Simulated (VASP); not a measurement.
Input of a VASP 6.6.1 run:

The input POSCAR:

```
TePb
1.0
    0.0000000000      3.2310000000      3.2310000000
    3.2310000000      0.0000000000      3.2310000000
    3.2310000000      3.2310000000      0.0000000000
Pb Te
1 1
Direct
    0.0000000000      0.0000000000      0.0000000000
    0.5000000000      0.5000000000      0.5000000000
```

File INCAR.step1:

```
PREC = Accurate
ENCUT = 600
EDIFF = 1E-5
ISMEAR = -1
SIGMA = 0.05
LREAL = F
LASPH = T
NELM = 60
ALGO = Normal
LWAVE = T
LCHARG = F
GGA = PE
NBANDS = 17
```

INCAR.step2

```
PREC = Accurate
ENCUT = 600
EDIFF = 1E-7
ISMEAR = -1
SIGMA = 0.05
LREAL = F
LASPH = T
NELM = 60
ALGO = Normal
ISIF = 3
LWAVE = F
LCHARG = F
GGA = PE
LHFCALC = T
AEXX = 0.25
HFSCREEN = 0.3
PRECFOCK = Normal
IBRION = 2
NSW = 60
EDIFFG = -0.01
ISTART = 1
```

KPOINTS

```
Automatic mesh
0
Gamma
  4 4 4
```

Potentials or basis: VASP PAW PBE potentials, release 64 (Pb_d, Te).

Command:

```console
$ cat potpaw_PBE.64/Pb_d/POTCAR potpaw_PBE.64/Te/POTCAR > POTCAR
$ cp INCAR.step1 INCAR
$ mpirun -np 1 vasp_std > vasp.out
$ cp INCAR.step2 INCAR
$ mpirun -np 1 vasp_std > vasp.out
```

Problem. Estimate the band gap on the k mesh.

Solution. 1.03 eV.

Problem. Predict the space group after relaxing (to 0.1 Å).

Solution. Fm-3m (No. 225).

Problem. What does it give for the relaxed volume?

Solution. 34.58 Å³/atom.

Final structure:
```xyz
2
Lattice="0.0000 3.2580 3.2580 3.2580 0.0000 3.2580 3.2580 3.2580 0.0000" Properties=species:S:1:pos:R:3 pbc="T T T"
Pb    0.0000    0.0000    0.0000
Te    3.2580    3.2580    3.2580
```

Caveat: the k points lie up to 0.42 Å⁻¹ apart in the final cell; the PAW data sets were made with another functional, which shifts forces and pressure a little; spin-orbit coupling is left out, which moves the levels of the heavy elements. A k mesh can miss the band edges.
